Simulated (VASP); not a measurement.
# Ca (Im-3m) in VASP: a series of runs

The runs below take Ca through single point, relaxation of cell and atoms, with PBEsol.

Everything below comes from runs of VASP 6.6.1. Logs are shortened: lines on timing, memory, paths and dates and some standing lists are left out, and cuts for length are marked.

### 1 The cell of the first run

It takes space group Im-3m (No. 229, cubic). Conventional cell: a = 4.139 Å, b = 4.139 Å, c = 4.139 Å, α = 90.00°, β = 90.00°, γ = 90.00°. Within 4.7 Å of Ca (site symmetry m-3m) lie 14 Ca at 3.58 to 4.14 Å.

This isn't the form of Ca at room conditions, which is fcc.

### 2 Single point, PBEsol

INCAR

```
ALGO = Normal ; EDIFF = 1E-6
ENCUT = 520 ; GGA = PS
ISIF = 2 ; ISMEAR = -1
LASPH = T ; LCHARG = T
LELF = T ; LREAL = F
LVHAR = T ; LWAVE = F
NBANDS = 11 ; NELM = 60
PREC = Accurate ; SIGMA = 0.1
```

KPOINTS

```
k-points
0
Gamma
  13 13 13
```

POSCAR

```
Ca
1.0
   -2.0695306009      2.0695306009      2.0695306009
    2.0695306009     -2.0695306009      2.0695306009
    2.0695306009      2.0695306009     -2.0695306009
Ca
1
Direct
    0.0000000000      0.0000000000      0.0000000000
```

Potentials or basis: VASP PAW PBE potentials, release 64 (Ca_sv).

Run with:

```bash
> cat potpaw_PBE.64/Ca_sv/POTCAR > POTCAR
> mpirun -np 1 vasp_std > vasp.out
```

OUTCAR:

```text
EDIFF = 1E-6
   ENCUT = 520
   GGA = PS
   ISIF = 2
   ISMEAR = -1
   LASPH = T
   LREAL = F
   NELM = 60
   PREC = Accurate

 ion  position               nearest neighbor table
   1  0.000  0.000  0.000-

  LATTYP: Found a body centered cubic cell.
 ALAT       =     4.1390612018

  Lattice vectors:

 A1 = (  -2.0695306009,   2.0695306009,   2.0695306009)
 A2 = (   2.0695306009,  -2.0695306009,   2.0695306009)
 A3 = (   2.0695306009,   2.0695306009,  -2.0695306009)

Analysis of symmetry for initial positions (statically):
=====================================================================
 Subroutine PRICEL returns:
 Original cell was already a primitive cell.

 Routine SETGRP: Setting up the symmetry group for a
 body centered cubic supercell.

 Subroutine GETGRP returns: Found 48 space group operations
 (whereof 48 operations were pure point group operations)
 out of a pool of 48 trial point group operations.

The static configuration has the point symmetry O_h .

Analysis of symmetry for dynamics (positions and initial velocities):
=====================================================================
 Subroutine PRICEL returns:
 Original cell was already a primitive cell.

 Routine SETGRP: Setting up the symmetry group for a
 body centered cubic supercell.

 Subroutine GETGRP returns: Found 48 space group operations
 (whereof 48 operations were pure point group operations)
 out of a pool of 48 trial point group operations.

The dynamic configuration has the point symmetry O_h .

 Subroutine INISYM returns: Found 48 space group operations
 (whereof 48 operations are pure point group operations),
 and found     1 'primitive' translations

----------------------------------------------------------------------------------------

                                     Primitive cell

  volume of cell :      35.4548

  direct lattice vectors                    reciprocal lattice vectors
    -2.069530601  2.069530601  2.069530601     0.000000000  0.241600680  0.241600680
     2.069530601 -2.069530601  2.069530601     0.241600680  0.000000000  0.241600680
     2.069530601  2.069530601 -2.069530601     0.241600680  0.241600680  0.000000000

  length of vectors
     3.584532149  3.584532149  3.584532149     0.341674958  0.341674958  0.341674958

  position of ions in fractional coordinates (direct lattice)
     0.000000000  0.000000000  0.000000000

  ion indices of the primitive-cell ions
   primitive index   ion index
                 1           1

----------------------------------------------------------------------------------------

 KPOINTS: k-points

Automatic generation of k-mesh.
 Grid dimensions read from file:
 generate k-points for:   13   13   13

 Generating k-lattice:

  Cartesian coordinates                     Fractional coordinates (reciprocal lattice)
     0.000000000  0.018584668  0.018584668     0.076923077  0.000000000  0.000000000
     0.018584668  0.000000000  0.018584668     0.000000000  0.076923077  0.000000000
     0.018584668  0.018584668  0.000000000     0.000000000  0.000000000  0.076923077

  Length of vectors
     0.026282689  0.026282689  0.026282689

  Shift w.r.t. Gamma in fractional coordinates (k-lattice)
     0.000000000  0.000000000  0.000000000

 Subroutine IBZKPT returns following result:
 ===========================================

 Found     84 irreducible k-points:

 Following reciprocal coordinates:
            Coordinates               Weight
  0.000000  0.000000  0.000000      1.000000
  0.076923  0.000000  0.000000     12.000000
  0.153846  0.000000  0.000000     12.000000
  0.230769  0.000000  0.000000     12.000000
  0.307692  0.000000  0.000000     12.000000
  0.384615  0.000000  0.000000     12.000000
[... 16 lines left out ...]
  0.153846  0.076923  0.076923     24.000000
  0.230769  0.076923  0.076923     24.000000
 [... further k-points ...]
   k-points           NKPTS =     84   k-points in BZ     NKDIM =     84   number of bands    NBANDS=     11
   number of dos      NEDOS =    301   number of ions     NIONS =      1
   total plane-waves  NPLWV =  21952
   dimension x,y,z NGX =    28 NGY =   28 NGZ =   28
   dimension x,y,z NGXF=    56 NGYF=   56 NGZF=   56
   ions per type =               1
   NGX,Y,Z   is equivalent  to a cutoff of  12.99, 12.99, 12.99 a.u.
   NGXF,Y,Z  is equivalent  to a cutoff of  25.97, 25.97, 25.97 a.u.
 SYSTEM =  unknown system
   PREC   = accura    normal or accurate (medium, high low for compatibility)
   ISTART =      0    job   : 0-new  1-cont  2-samecut
   ICHARG =      2    charge: 1-file 2-atom 10-const
   ISPIN  =      1    spin polarized calculation?
   LNONCOLLINEAR =      F non collinear calculations
   LSORBIT =      F    spin-orbit coupling
   LASPH  =      T    aspherical Exc in radial PAW
   ENCUT  =  520.0 eV  38.22 Ry    6.18 a.u.   6.66  6.66  6.66*2*pi/ulx,y,z
   NELM   =     60;   NELMIN=  2; NELMDL= -5     # of ELM steps
   EDIFF  = 0.1E-05   stopping-criterion for ELM
   LREAL  =      F    real-space projection
   EDIFFG = 0.1E-04   stopping-criterion for IOM
   NSW    =      0    number of steps for IOM
   IBRION =     -1    ionic relax: 0-MD 1-quasi-New 2-CG
   NFREE  =      0    steps in history (QN), initial steepest desc. (CG)
   ISIF   =      2    stress and relaxation
   ISYM   =      2    0-nonsym 1-usesym 2-fastsym
   POTIM  = 0.5000    time-step for ionic-motion
   TEBEG  =    0.0;   TEEND  =   0.0 temperature during run
   PSTRESS=    0.0 pullay stress
   NELECT =      10.0000    total number of electrons
   NUPDOWN=      -1.0000    fix difference up-down
   EMIN   =  10.00;   EMAX   =-10.00  energy-range for DOS
   EFERMI =   0.00;   METHOD = LEGACY
   ISMEAR =    -1;   SIGMA  =   0.10  broadening in eV -4-tet -1-fermi 0-gaus
   EFERMI_NEDOS =   21; number of points for ismear=-14 and -15
   IALGO  =     38    algorithm
   IMIX   =      4    mixing-type and parameters
     AMIX     =   0.40;   BMIX     =  1.00
     AMIX_MAG =   1.60;   BMIX_MAG =  1.00
  volume/ion in A,a.u.               =      35.45       239.26
  Fermi-wavevector in a.u.,A,eV,Ry     =   1.073618  2.028843 15.682822  1.152655
  Thomas-Fermi vector in A             =   2.209422
   LORBIT       =      0    0 simple, 1 ext, 2 COOP (PROOUT), +10 PAW based schemes
   GGA     = PS    functional components
   LHFCALC =     F    Hartree Fock is set to
   AEXX    =    0.0000 exact exchange contribution
   IVDW    =     0    specifies the selected vdW correction
   LEPSILON=     F    determine dielectric tensor
   LRPA    =     F    only Hartree local field effects (RPA)
 non-spin polarized calculation
  energy-cutoff  :      520.00
  volume of cell :       35.45
 maximum number of plane-waves:       970
   NGX = 13   NGY = 13   NGZ = 13

 number of electron      10.0000002 magnetization

 Free energy of the ion-electron system (eV)
  ---------------------------------------------------
  ext. energy  EPLUGINS =         0.00000000
  ---------------------------------------------------
  free energy    TOTEN  =        -2.10111701 eV

  energy without entropy =       -2.05975936  energy(sigma->0) =       -2.08043818

 E-fermi :   2.6459     XC(G=0):  -8.3808

 val. band max:        2.6346851588   @ k =  -0.4615  -0.4615   0.2308
 cond. band min:       2.6524500952   @ k =  -0.4615   0.4615   0.3846
 fundamental gap:      0.0177649364
 Fermi energy:         2.6458794775

 k-point     1 :       0.0000    0.0000    0.0000
  band No.  band energies     occupation
      1     -38.7952      2.00000
      2     -19.7507      2.00000
      3     -19.7507      2.00000
      4     -19.7507      2.00000
      5      -1.7120      2.00000
      6       5.1996      0.00000
      7       5.1996      0.00000
      8       5.1996      0.00000
      9       6.4745      0.00000
     10       6.4745      0.00000
     11      13.7990      0.00000

 k-point     2 :       0.0769    0.0000    0.0000
  band No.  band energies     occupation
      1     -38.7932      2.00000
      2     -19.7664      2.00000
      3     -19.7556      2.00000
      4     -19.7507      2.00000
      5      -1.5870      2.00000
      6       5.1164      0.00000
      7       5.1497      0.00000
      8       5.3000      0.00000
      9       6.3719      0.00000
     10       6.4760      0.00000
     11      13.7679      0.00000

 k-point     3 :       0.1538    0.0000    0.0000
  band No.  band energies     occupation
      1     -38.7879      2.00000
      2     -19.8097      2.00000
      3     -19.7694      2.00000
      4     -19.7508      2.00000
      5      -1.2219      2.00000
      6       4.8996      0.00000
      7       4.9209      0.00000
      8       5.5941      0.00000
      9       6.2267      0.00000
     10       6.4901      0.00000
     11      13.3266      0.00000

 k-point     4 :       0.2308    0.0000    0.0000
  band No.  band energies     occupation
      1     -38.7803      2.00000
      2     -19.8700      2.00000
      3     -19.7887      2.00000
      4     -19.7510      2.00000
      5      -0.6473      2.00000
      6       4.4639      0.00000
      7       4.6223      0.00000
      8       6.0597      0.00000
      9       6.2347      0.00000
     10       6.5363      0.00000
     11      12.2065      0.00000

 k-point     5 :       0.3077    0.0000    0.0000
  band No.  band energies     occupation
      1     -38.7723      2.00000
      2     -19.9329      2.00000
      3     -19.8091      2.00000
      4     -19.7513      2.00000
      5       0.0820      2.00000
      6       3.9168      0.00001
      7       4.3565      0.00000
      8       6.3346      0.00000
      9       6.6245      0.00000
     10       6.6506      0.00000
     11      10.9000      0.00000

 k-point     6 :       0.3846    0.0000    0.0000
  band No.  band energies     occupation
      1     -38.7656      2.00000
      2     -19.9842      2.00000
      3     -19.8260      2.00000
      4     -19.7515      2.00000
      5       0.8713      2.00000
      6       3.3874      0.00120
      7       4.1540      0.00000
      8       6.4068      0.00000
      9       6.7369      0.00000
     10       7.2708      0.00000
     11       9.8345      0.00000

 k-point     7 :       0.4615    0.0000    0.0000
  band No.  band energies     occupation
      1     -38.7618      2.00000
      2     -20.0130      2.00000
      3     -19.8355      2.00000
      4     -19.7516      2.00000
      5       1.5227      1.99997
      6       2.9466      0.09422
      7       4.0457      0.00000
      8       6.4073      0.00000
      9       6.8215      0.00000
     10       7.7198      0.00000
     11       9.2552      0.00000

 k-point     8 :       0.0769    0.0769    0.0000
  band No.  band energies     occupation
      1     -38.7896      2.00000
      2     -19.7962      2.00000
      3     -19.7610      2.00000
      4     -19.7545      2.00000
      5      -1.3418      2.00000
      6       4.9802      0.00000
      7       4.9942      0.00000
      8       5.5039      0.00000
      9       6.2202      0.00000
     10       6.5100      0.00000
     11      13.5571      0.00000
[... 141 lines left out ...]
 k-point    19 :       0.3077    0.2308    0.0000
  band No.  band energies     occupation
      1     -38.7596      2.00000
      2     -19.9719      2.00000
      3     -19.8735      2.00000
      4     -19.7790      2.00000
      5       1.8760      1.99909
      6       3.1289      0.01584
      7       3.7233      0.00004
      8       6.3764      0.00000
      9       6.7668      0.00000
     10       8.0700      0.00000
     11       8.9202      0.00000

 k-point    20 :       0.3846    0.2308    0.0000
  band No.  band energies     occupation
      1     -38.7581      2.00000
      2     -19.9734      2.00000
      3     -19.8860      2.00000
      4     -19.7800      2.00000
      5       2.3754      1.87464
      6       2.8211      0.29558
      7       3.6148      0.00012
      8       6.4068      0.00000
      9       6.8042      0.00000
     10       8.3759      0.00000
     11       8.5463      0.00000

 k-point    21 :       0.3077    0.3077    0.0000
  band No.  band energies     occupation
      1     -38.7574      2.00000
      2     -19.9524      2.00000
      3     -19.9111      2.00000
      4     -19.7831      2.00000
      5       2.5652      1.38279
      6       2.9769      0.07047
      7       3.3162      0.00245
      8       6.5495      0.00000
      9       6.7103      0.00000
     10       8.3415      0.00000
     11       8.6767      0.00000

 k-point    22 :       0.0769    0.0769    0.0769
  band No.  band energies     occupation
      1     -38.7848      2.00000
      2     -19.8398      2.00000
      3     -19.7618      2.00000
      4     -19.7618      2.00000
      5      -0.9859      2.00000
      6       4.7102      0.00000
      7       4.7102      0.00000
      8       5.8660      0.00000
      9       6.3797      0.00000
     10       6.3797      0.00000
     11      13.2371      0.00000

 k-point    23 :       0.1538    0.0769    0.0769
  band No.  band energies     occupation
      1     -38.7779      2.00000
      2     -19.8906      2.00000
      3     -19.7820      2.00000
      4     -19.7630      2.00000
      5      -0.4228      2.00000
      6       4.3095      0.00000
      7       4.4070      0.00000
      8       6.3311      0.00000
      9       6.3684      0.00000
     10       6.5273      0.00000
     11      12.2193      0.00000

 k-point    24 :       0.2308    0.0769    0.0769
  band No.  band energies     occupation
      1     -38.7707      2.00000
      2     -19.9393      2.00000
      3     -19.8078      2.00000
      4     -19.7643      2.00000
      5       0.2964      2.00000
      6       3.8353      0.00001
      7       4.1472      0.00000
      8       6.4191      0.00000
      9       6.6554      0.00000
     10       6.9236      0.00000
     11      10.8246      0.00000

 [... further k-points ...]
[... 5 lines left out ...]
  --------------------------------------------------------------------------------------
  -------------------------------------------------------------------------------------
  Total        0.6223578      0.6223578      0.6223578     -0.0000000     -0.0000000      0.0000000
  in kB       28.1238773     28.1238773     28.1238773     -0.0000000     -0.0000000      0.0000000
  external PRESSURE =      28.1238773 kB  Pullay stress =       0.0000000 kB

 VOLUME and BASIS-vectors are now :
 -----------------------------------------------------------------------------
  energy-cutoff  :      520.00
  volume of cell :       35.45
      direct lattice vectors                 reciprocal lattice vectors
    -2.069530601  2.069530601  2.069530601     0.000000000  0.241600680  0.241600680
     2.069530601 -2.069530601  2.069530601     0.241600680  0.000000000  0.241600680
     2.069530601  2.069530601 -2.069530601     0.241600680  0.241600680  0.000000000

 POSITION                                       TOTAL-FORCE (eV/Angst)
 -----------------------------------------------------------------------------------
      0.00000      0.00000      0.00000         0.000000     -0.000000      0.000000
 -----------------------------------------------------------------------------------
    total drift:                               -0.000000     -0.000000     -0.000000

  FREE ENERGIE OF THE ION-ELECTRON SYSTEM (eV)
  ---------------------------------------------------
  free  energy   TOTEN  =        -2.1011170094 eV

  energy  without entropy=       -2.0597593556  energy(sigma->0) =       -2.08043818
```

Wall time 51 s (1 thread of Intel Xeon 8259CL, shared host); peak memory 0.17 GiB.

What came out:

| Quantity | Value |
| --- | --- |
| Free energy | -2.1011 eV |
| Pressure | 2.8 GPa |
| Band gap on the k mesh | zero (bands 5 and 6 overlap by 0.39 eV) |

Caveat: the PAW data sets were made with another functional, which shifts forces and pressure a little.

### 3 Relaxation of cell and atoms, PBEsol, target pressure 2.8 GPa, at which the enthalpy is minimised

INCAR

```
SYSTEM = Ca
  PREC = Accurate
  ENCUT = 600
  EDIFF = 1E-6
  ISMEAR = -1
  SIGMA = 0.1
  LREAL = .FALSE.
  LASPH = .TRUE.
  NELM = 80
  ALGO = Normal
  ISIF = 3
  LWAVE = .FALSE.
  LCHARG = .FALSE.
  GGA = PS
  IBRION = 2
  NSW = 32
  EDIFFG = -0.005
  PSTRESS = 28.0
```

KPOINTS

```
Automatic mesh
0
G
  13 13 13
  0 0 0
```

POSCAR is that of step 2.

Potentials or basis: VASP PAW PBE potentials, release 64 (Ca_sv).

Run with:

```bash
> cat potpaw_PBE.64/Ca_sv/POTCAR > POTCAR
> mpirun -np 1 vasp_std > vasp.out
```

Wall time 81 s (1 thread of Intel Xeon 8259CL, shared host); peak memory 0.19 GiB.

It converged, with:

```yaml
Free_energy: -2.1019 eV
Relaxed_volume: 35.49 Å³/atom
Relaxed_cell: a = 3.586 Å, b = 3.586 Å, c = 3.586 Å, α = 109.47°, β = 109.47°, γ = 109.47°
Space_group_after_relaxing_to_0.1_Å: Im-3m (No. 229)
Energy_change_on_relaxing_the_run_minimises_the_enthalpy: -0.6 meV/atom
Ionic_steps: 2
Pressure_after_relaxing: 2.8 GPa
Band_gap_on_the_k_mesh: zero (bands 5 and 6 overlap by 0.39 eV)
```

The path:
```csv
step,energy change (eV),largest force (eV/Å),pressure (GPa),volume (Å³)
1,0.0000,0.0000,2.83,35.45
2,-0.0006,0.0000,2.82,35.49
```

Final structure:
```
Ca
1.0
    -2.07023    2.07023    2.07023
     2.07023   -2.07023    2.07023
     2.07023    2.07023   -2.07023
Ca
1
Direct
  0.00000 0.00000 0.00000
```

Levels at points of the mesh, in eV from the Fermi level:
```
           k point  band 2  band 3  band 4  band 5  band 6  band 7  band 8  band 9
(0.00, 0.00, 0.00)  -22.40  -22.40  -22.40   -4.36    2.55    2.55    2.55    3.83
```

Caveat: the cell is relaxed towards a set pressure, so the run minimises the enthalpy, not the energy; the PAW data sets were made with another functional, which shifts forces and pressure a little.

(Part 1 of 2 ends here.)
